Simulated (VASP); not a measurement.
A run of VASP 6.6.1 is set up as follows.

Contents of INCAR:

```
SYSTEM = TaC
PREC     = Accurate       ! precision mode
ENCUT    = 600            ! plane-wave cutoff, eV
EDIFF    = 1E-6           ! SCF threshold, eV
ISMEAR   = 0              ! smearing method
SIGMA    = 0.1            ! smearing width, eV
LREAL    = .False.        ! projectors in reciprocal space
LASPH    = .True.         ! aspherical terms in the spheres
NELM     = 120            ! most SCF steps
ALGO     = Normal         ! electronic algorithm
ISIF     = 2              ! what is computed and relaxed
LWAVE    = .False.        ! write WAVECAR
LCHARG   = .True.         ! write CHGCAR
GGA      = PS             ! functional
LELF     = .True.         ! ELF
LVHAR    = .True.       
NBANDS   = 14             ! bands
GGA_COMPAT= .False.
```

File KPOINTS:

```
Automatic mesh
0
Gamma
  8 8 8
  0 0 0
```

The input POSCAR:

```
TaC
1.0
    0.0000000000      2.2202139388      2.2202139388
    2.2202139388      0.0000000000      2.2202139388
    2.2202139388      2.2202139388      0.0000000000
Ta C
1 1
Direct
    0.0000000000      0.0000000000      0.0000000000
    0.5000000000      0.5000000000      0.5000000000
```

Potentials or basis: VASP PAW PBE potentials, release 64 (Ta_pv, C).

The run is started by

```console
$ cat potpaw_PBE.64/Ta_pv/POTCAR potpaw_PBE.64/C/POTCAR > POTCAR
$ mpirun -np 1 vasp_std > vasp.out
```

(1) What does it give for the pressure?

## Answers

(1) 0.6 GPa.

Caveat: the PAW data sets were made with another functional, which shifts forces and pressure a little.
